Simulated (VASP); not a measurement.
# Pt (Fm-3m) in VASP: notebook

Runs on Pt. Level: PBE+D3(BJ). Tasks: single point.

Program: VASP 6.6.1. These are calculated values, not measurements. Logs are shortened: lines on timing, memory, paths and dates and some standing lists are left out, and cuts for length are marked.

## 1. The cell of the first run

The structure is cubic, space group Fm-3m (No. 225). Conventional cell: a = 3.943 Å, b = 3.943 Å, c = 3.943 Å, α = 90.00°, β = 90.00°, γ = 90.00°. Within 3.7 Å of Pt (site symmetry m-3m) lie 12 Pt at 2.79 Å.

## 2. Single point, PBE+D3(BJ)

Contents of INCAR:

```
  ALGO = Normal
  EDIFF = 1E-6
  ENCUT = 500
  GGA = PE
  GGA_COMPAT = False
  ISIF = 2
  ISMEAR = 0
  IVDW = 12
  LASPH = True
  LCHARG = False
  LREAL = False
  LWAVE = False
  NBANDS = 11
  NELM = 120
  PREC = Accurate
  SIGMA = 0.1
```

Contents of KPOINTS:

```
k-points
0
Gamma
  8 8 8
```

Contents of POSCAR:

```
Pt
1.0
    0.0000000000      1.9715751800      1.9715751800
    1.9715751800      0.0000000000      1.9715751800
    1.9715751800      1.9715751800      0.0000000000
Pt
1
Direct
    0.0000000000      0.0000000000      0.0000000000
```

Potentials or basis: VASP PAW PBE potentials, release 64 (Pt).

Command:

```console
$ cat potpaw_PBE.64/Pt/POTCAR > POTCAR
$ mpirun -np 1 vasp_std > vasp.out
```

OUTCAR:

```text
EDIFF = 1E-6
   ENCUT = 500
   GGA = PE
   ISIF = 2
   ISMEAR = 0
   IVDW = 12
   LASPH = True
   LREAL = False
   NELM = 120
   PREC = Accurate
 IVDW          = 12

 ion  position               nearest neighbor table
   1  0.000  0.000  0.000-

  LATTYP: Found a face centered cubic cell.
 ALAT       =     3.9431503600

  Lattice vectors:

 A1 = (   0.0000000000,   1.9715751800,   1.9715751800)
 A2 = (   1.9715751800,   0.0000000000,   1.9715751800)
 A3 = (   1.9715751800,   1.9715751800,   0.0000000000)

Analysis of symmetry for initial positions (statically):
=====================================================================
 Subroutine PRICEL returns:
 Original cell was already a primitive cell.

 Routine SETGRP: Setting up the symmetry group for a
 face centered cubic supercell.

 Subroutine GETGRP returns: Found 48 space group operations
 (whereof 48 operations were pure point group operations)
 out of a pool of 48 trial point group operations.

The static configuration has the point symmetry O_h .

Analysis of symmetry for dynamics (positions and initial velocities):
=====================================================================
 Subroutine PRICEL returns:
 Original cell was already a primitive cell.

 Routine SETGRP: Setting up the symmetry group for a
 face centered cubic supercell.

 Subroutine GETGRP returns: Found 48 space group operations
 (whereof 48 operations were pure point group operations)
 out of a pool of 48 trial point group operations.

The dynamic configuration has the point symmetry O_h .

 Subroutine INISYM returns: Found 48 space group operations
 (whereof 48 operations are pure point group operations),
 and found     1 'primitive' translations

----------------------------------------------------------------------------------------

                                     Primitive cell

  volume of cell :      15.3275

  direct lattice vectors                    reciprocal lattice vectors
     0.000000000  1.971575180  1.971575180    -0.253604329  0.253604329  0.253604329
     1.971575180  0.000000000  1.971575180     0.253604329 -0.253604329  0.253604329
     1.971575180  1.971575180  0.000000000     0.253604329  0.253604329 -0.253604329

  length of vectors
     2.788228359  2.788228359  2.788228359     0.439255582  0.439255582  0.439255582

  position of ions in fractional coordinates (direct lattice)
     0.000000000  0.000000000  0.000000000

  ion indices of the primitive-cell ions
   primitive index   ion index
                 1           1

----------------------------------------------------------------------------------------

 KPOINTS: k-points

Automatic generation of k-mesh.
 Grid dimensions read from file:
 generate k-points for:    8    8    8

 Generating k-lattice:

  Cartesian coordinates                     Fractional coordinates (reciprocal lattice)
    -0.031700541  0.031700541  0.031700541     0.125000000  0.000000000  0.000000000
     0.031700541 -0.031700541  0.031700541     0.000000000  0.125000000  0.000000000
     0.031700541  0.031700541 -0.031700541     0.000000000  0.000000000  0.125000000

  Length of vectors
     0.054906948  0.054906948  0.054906948

  Shift w.r.t. Gamma in fractional coordinates (k-lattice)
     0.000000000  0.000000000  0.000000000

 Subroutine IBZKPT returns following result:
 ===========================================

 Found     29 irreducible k-points:

 Following reciprocal coordinates:
            Coordinates               Weight
  0.000000  0.000000  0.000000      1.000000
  0.125000  0.000000  0.000000      8.000000
  0.250000  0.000000  0.000000      8.000000
  0.375000  0.000000  0.000000      8.000000
  0.500000  0.000000  0.000000      4.000000
  0.125000  0.125000  0.000000      6.000000
[... 16 lines left out ...]
  0.500000  0.250000  0.125000     48.000000
 -0.375000  0.250000  0.125000     24.000000
 [... further k-points ...]
   k-points           NKPTS =     29   k-points in BZ     NKDIM =     29   number of bands    NBANDS=     11
   number of dos      NEDOS =    301   number of ions     NIONS =      1
   total plane-waves  NPLWV =   8000
   dimension x,y,z NGX =    20 NGY =   20 NGZ =   20
   dimension x,y,z NGXF=    40 NGYF=   40 NGZF=   40
   ions per type =               1
   NGX,Y,Z   is equivalent  to a cutoff of  11.92, 11.92, 11.92 a.u.
   NGXF,Y,Z  is equivalent  to a cutoff of  23.85, 23.85, 23.85 a.u.
 SYSTEM =  unknown system
   PREC   = accura    normal or accurate (medium, high low for compatibility)
   ISTART =      0    job   : 0-new  1-cont  2-samecut
   ICHARG =      2    charge: 1-file 2-atom 10-const
   ISPIN  =      1    spin polarized calculation?
   LNONCOLLINEAR =      F non collinear calculations
   LSORBIT =      F    spin-orbit coupling
   LASPH  =      T    aspherical Exc in radial PAW
   ENCUT  =  500.0 eV  36.75 Ry    6.06 a.u.   5.08  5.08  5.08*2*pi/ulx,y,z
   NELM   =    120;   NELMIN=  2; NELMDL= -5     # of ELM steps
   EDIFF  = 0.1E-05   stopping-criterion for ELM
   LREAL  =      F    real-space projection
   EDIFFG = 0.1E-04   stopping-criterion for IOM
   NSW    =      0    number of steps for IOM
   IBRION =     -1    ionic relax: 0-MD 1-quasi-New 2-CG
   NFREE  =      0    steps in history (QN), initial steepest desc. (CG)
   ISIF   =      2    stress and relaxation
   ISYM   =      2    0-nonsym 1-usesym 2-fastsym
   POTIM  = 0.5000    time-step for ionic-motion
   TEBEG  =    0.0;   TEEND  =   0.0 temperature during run
   PSTRESS=    0.0 pullay stress
   NELECT =      10.0000    total number of electrons
   NUPDOWN=      -1.0000    fix difference up-down
   EMIN   =  10.00;   EMAX   =-10.00  energy-range for DOS
   EFERMI =   0.00;   METHOD = LEGACY
   ISMEAR =     0;   SIGMA  =   0.10  broadening in eV -4-tet -1-fermi 0-gaus
   EFERMI_NEDOS =   21; number of points for ismear=-14 and -15
   IALGO  =     38    algorithm
   IMIX   =      4    mixing-type and parameters
     AMIX     =   0.40;   BMIX     =  1.00
     AMIX_MAG =   1.60;   BMIX_MAG =  1.00
  volume/ion in A,a.u.               =      15.33       103.43
  Fermi-wavevector in a.u.,A,eV,Ry     =   1.419880  2.683183 27.430132  2.016058
  Thomas-Fermi vector in A             =   2.540854
   LORBIT       =      0    0 simple, 1 ext, 2 COOP (PROOUT), +10 PAW based schemes
   GGA     = PE    functional components
   LHFCALC =     F    Hartree Fock is set to
   AEXX    =    0.0000 exact exchange contribution
   IVDW    =    12    specifies the selected vdW correction
   LEPSILON=     F    determine dielectric tensor
   LRPA    =     F    only Hartree local field effects (RPA)
 non-spin polarized calculation
 Gauss-broadening in eV      SIGMA  =   0.10
  energy-cutoff  :      500.00
  volume of cell :       15.33
 maximum number of plane-waves:       399
   NGX = 11   NGY = 11   NGZ = 11

 number of electron      10.0000002 magnetization

 Free energy of the ion-electron system (eV)
  ---------------------------------------------------
  ext. energy  EPLUGINS =         0.00000000
  ---------------------------------------------------
  free energy    TOTEN  =        -6.08328091 eV

  energy without entropy =       -6.07409155  energy(sigma->0) =       -6.07868623

 E-fermi :  10.8848     XC(G=0): -13.4007

 val. band max:       10.7492019301   @ k =  -0.3750   0.3750   0.0000
 cond. band min:      10.8901815773   @ k =  -0.2500   0.1250   0.0000
 fundamental gap:      0.1409796472
 Fermi energy:        10.8847741732

 k-point     1 :       0.0000    0.0000    0.0000
  band No.  band energies     occupation
      1       0.9207      2.00000
      2       7.2368      2.00000
      3       7.2368      2.00000
      4       7.2368      2.00000
      5       9.3289      2.00000
      6       9.3289      2.00000
      7      25.6450      0.00000
      8      30.5168      0.00000
      9      30.5168      0.00000
     10      30.5168      0.00000
     11      35.8108      0.00000

 k-point     2 :       0.1250    0.0000    0.0000
  band No.  band energies     occupation
      1       1.5219      2.00000
      2       7.0028      2.00000
      3       7.4504      2.00000
      4       7.4504      2.00000
      5       9.2323      2.00000
      6       9.2323      2.00000
      7      26.5065      0.00000
      8      28.0585      0.00000
      9      31.4286      0.00000
     10      31.4286      0.00000
     11      36.9869      0.00000

 k-point     3 :       0.2500    0.0000    0.0000
  band No.  band energies     occupation
      1       2.9393      2.00000
      2       6.9039      2.00000
      3       7.6007      2.00000
      4       7.6007      2.00000
      5       9.5046      2.00000
      6       9.5046      2.00000
      7      24.1665      0.00000
      8      27.3059      0.00000
      9      33.4197      0.00000
     10      33.4197      0.00000
     11      34.3428      0.00000

 k-point     4 :       0.3750    0.0000    0.0000
  band No.  band energies     occupation
      1       3.7346      2.00000
      2       7.3291      2.00000
      3       7.3291      2.00000
      4       8.5382      2.00000
      5      10.4353      2.00000
      6      10.4353      2.00000
      7      19.6070      0.00000
      8      25.8816      0.00000
      9      31.2042      0.00000
     10      31.2042      0.00000
     11      37.2114      0.00000
[... 239 lines left out ...]
 k-point    22 :       0.3750    0.2500    0.1250
  band No.  band energies     occupation
      1       4.2022      2.00000
      2       5.9567      2.00000
      3       7.2255      2.00000
      4       8.8535      2.00000
      5       8.9380      2.00000
      6      10.9390      0.44293
      7      24.3584      0.00000
      8      26.5277      0.00000
      9      28.8191      0.00000
     10      31.1108      0.00000
     11      34.9706      0.00000

 k-point    23 :       0.5000    0.2500    0.1250
  band No.  band energies     occupation
      1       5.0146      2.00000
      2       6.4457      2.00000
      3       6.7236      2.00000
      4       8.5682      2.00000
      5      10.2023      2.00000
      6      12.8208      0.00000
      7      20.1124      0.00000
      8      25.2026      0.00000
      9      27.0866      0.00000
     10      31.3006      0.00000
     11      35.1204      0.00000

 k-point    24 :      -0.3750    0.2500    0.1250
  band No.  band energies     occupation
      1       5.0380      2.00000
      2       6.2443      2.00000
      3       7.5794      2.00000
      4       8.3106      2.00000
      5      10.7314      1.96988
      6      15.3244      0.00000
      7      16.3569      0.00000
      8      25.5210      0.00000
      9      25.9444      0.00000
     10      30.0288      0.00000
     11      36.9675      0.00000

 [... further k-points ...]

------------------------ aborting loop because EDIFF is reached ----------------------------------------

 Edisp (eV)   -0.76620

 E8    (eV) :    -0.3513

  FORCE on cell =-STRESS in cart. coord.  units (eV):
  Direction    XX          YY          ZZ          XY          YZ          ZX
  --------------------------------------------------------------------------------------
  -------------------------------------------------------------------------------------
  Total      -0.39922    -0.39922    -0.39922     0.00000     0.00000     0.00000
  in kB     -41.73046   -41.73046   -41.73046     0.00000     0.00000     0.00000
  external pressure =      -41.73 kB  Pullay stress =        0.00 kB

 VOLUME and BASIS-vectors are now :
 -----------------------------------------------------------------------------
  energy-cutoff  :      500.00
  volume of cell :       15.33
      direct lattice vectors                 reciprocal lattice vectors
     0.000000000  1.971575180  1.971575180    -0.253604329  0.253604329  0.253604329
     1.971575180  0.000000000  1.971575180     0.253604329 -0.253604329  0.253604329
     1.971575180  1.971575180  0.000000000     0.253604329  0.253604329 -0.253604329

 POSITION                                       TOTAL-FORCE (eV/Angst)
 -----------------------------------------------------------------------------------
      0.00000      0.00000      0.00000        -0.000000     -0.000000     -0.000000
 -----------------------------------------------------------------------------------
    total drift:                               -0.000000     -0.000000     -0.000000

  FREE ENERGIE OF THE ION-ELECTRON SYSTEM (eV)
  ---------------------------------------------------
  free  energy   TOTEN  =        -6.8494789781 eV

  energy  without entropy=       -6.8402896154  energy(sigma->0) =       -6.84488430
```

It took 7.8 s on 1 thread of Intel Xeon 8259CL, shared host; peak memory 0.1 GiB.

Results:

```yaml
Free_energy: -6.8495 eV
Pressure: -4.2 GPa
Band_gap_on_the_k_mesh: zero (bands 5 and 6 overlap by 2.16 eV)
Dispersion_energy_per_atom: -0.766 eV
```

Caveat: the cell stands under tension; spin-orbit coupling is left out, which moves the levels of the heavy elements.

## 3. Single point, PBE+D3(BJ)

This run uses another cell than the first one, of 15.16 Å³/atom.

Contents of INCAR:

```
ALGO     = Normal         # electronic algorithm
EDIFF    = 1E-6           # SCF threshold, eV
ENCUT    = 500            # plane-wave cutoff, eV
GGA      = PE             # functional
GGA_COMPAT= False        
ISIF     = 2              # what is computed and relaxed
ISMEAR   = 0              # smearing method
IVDW     = 12             # dispersion correction
LASPH    = True           # aspherical terms in the spheres
LCHARG   = False          # write CHGCAR
LREAL    = False          # projectors in reciprocal space
LWAVE    = False          # write WAVECAR
NBANDS   = 11             # bands
NELM     = 120            # most SCF steps
PREC     = Accurate       # precision mode
SIGMA    = 0.1            # smearing width, eV
```

Contents of KPOINTS:

```
k-points
0
Gamma
  18 18 18
```

Contents of POSCAR:

```
Pt
1.0
    0.0000000000      1.9642124725      1.9642124725
    1.9642124725      0.0000000000      1.9642124725
    1.9642124725      1.9642124725      0.0000000000
Pt
1
Direct
    0.0000000000      0.0000000000      0.0000000000
```

Potentials or basis: VASP PAW PBE potentials, release 64 (Pt).

Command:

```console
$ cat potpaw_PBE.64/Pt/POTCAR > POTCAR
$ mpirun -np 1 vasp_std > vasp.out
```

Run time: 44 s. Hardware: 1 thread of Intel Xeon 8259CL, shared host; peak memory 0.13 GiB.

Results (log left out):

```yaml
Free_energy: -6.8637 eV
Pressure: -0.5 GPa
Band_gap_on_the_k_mesh: zero (bands 5 and 6 overlap by 2.21 eV)
Dispersion_energy_per_atom: -0.775 eV
```

Levels at points of the mesh, in eV from the Fermi level:
```csv
k point,band 1,band 2,band 3,band 4,band 5,band 6,band 7,band 8,band 9,band 10
"(0.00, 0.00, 0.00)",-10.16,-3.76,-3.76,-3.76,-1.62,-1.62,14.65,19.59,19.59,19.59
"(0.50, 0.00, 0.00)",-7.28,-3.82,-3.82,-0.45,0.04,0.04,5.80,14.22,18.95,18.95
"(0.50, 0.50, 0.00)",-7.02,-6.57,0.00,0.48,0.48,1.79,8.83,11.38,11.38,20.09
```

Caveat: spin-orbit coupling is left out, which moves the levels of the heavy elements.

The gap in the log of VASP goes by the Fermi energy; the results here count the filled bands.